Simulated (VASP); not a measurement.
Wanted: the native input for a VASP 6.6.1 run.

```
Task                   : single point
Functional             : r2SCAN
Potentials or basis    : VASP PAW PBE potentials, release 64 (Al, N)
Cutoff                 : 520 eV
k mesh                 : 9 × 9 × 6
Occupations            : gaussian, width 0.01 eV
Spin                   : no spin polarisation
Dipole correction      : no
Further INCAR settings : ALGO = Normal; EDIFF = 1e-06; NBANDS = 16
```

Crystal: AlN (scanat).

```xyz
4
Lattice="3.1136 0.0000 0.0000 -1.5568 2.6964 0.0000 0.0000 0.0000 4.9831" Properties=species:S:1:pos:R:3 pbc="T T T"
Al    0.0000    1.7976   -0.0441
Al    1.5568    0.8988    2.4474
N     0.0000    1.7976    1.9477
N     1.5568    0.8988    4.4392
```

These files were run (other wordings do the same):

POSCAR

```
AlN
1.0
    3.1135756528      0.0000000000      0.0000000000
   -1.5567878264      2.6964356119      0.0000000000
    0.0000000000      0.0000000000      4.9831268775
Al N
2 2
Direct
    0.3333333333      0.6666666667     -0.0088552473
    0.6666666667      0.3333333333      0.4911447527
    0.3333333333      0.6666666667      0.3908552473
    0.6666666667      0.3333333333      0.8908552473
```

INCAR.step1

```
  PREC = Accurate
  ENCUT = 520
  ISMEAR = 0
  SIGMA = 0.01
  LREAL = F
  LASPH = T
  NELM = 100
  NBANDS = 16
  GGA = PE
  ALGO = Normal
  EDIFF = 1E-4
  LWAVE = T
  LCHARG = F
```

INCAR.step2

```
  PREC = Accurate
  ENCUT = 520
  EDIFF = 1E-6
  ISMEAR = 0
  SIGMA = 0.01
  LREAL = F
  LASPH = T
  NELM = 100
  ALGO = Normal
  ISIF = 2
  LWAVE = F
  LCHARG = F
  METAGGA = R2SCAN
  LMIXTAU = T
  NBANDS = 16
  ISTART = 1
```

KPOINTS

```
regular mesh
0
Gamma
  9 9 6
```

Potentials or basis: VASP PAW PBE potentials, release 64 (Al, N).

Launch:

```console
$ cat potpaw_PBE.64/Al/POTCAR potpaw_PBE.64/N/POTCAR > POTCAR
$ cp INCAR.step1 INCAR
$ mpirun -np 1 vasp_std > vasp.out
$ cp INCAR.step2 INCAR
$ mpirun -np 1 vasp_std > vasp.out
```

It gave:

```yaml
Pressure: -1.1 GPa
Largest_force: 0.895 eV/Å
Band_gap_on_the_k_mesh: 4.57 eV, direct
```

Caveat: the PAW data sets were made with another functional, which shifts forces and pressure a little.

Run time: 51 s on 1 thread of Intel(R) Xeon(R) Platinum 8488C (Sapphire Rapids), on a shared host, peak memory 0.17 GiB.
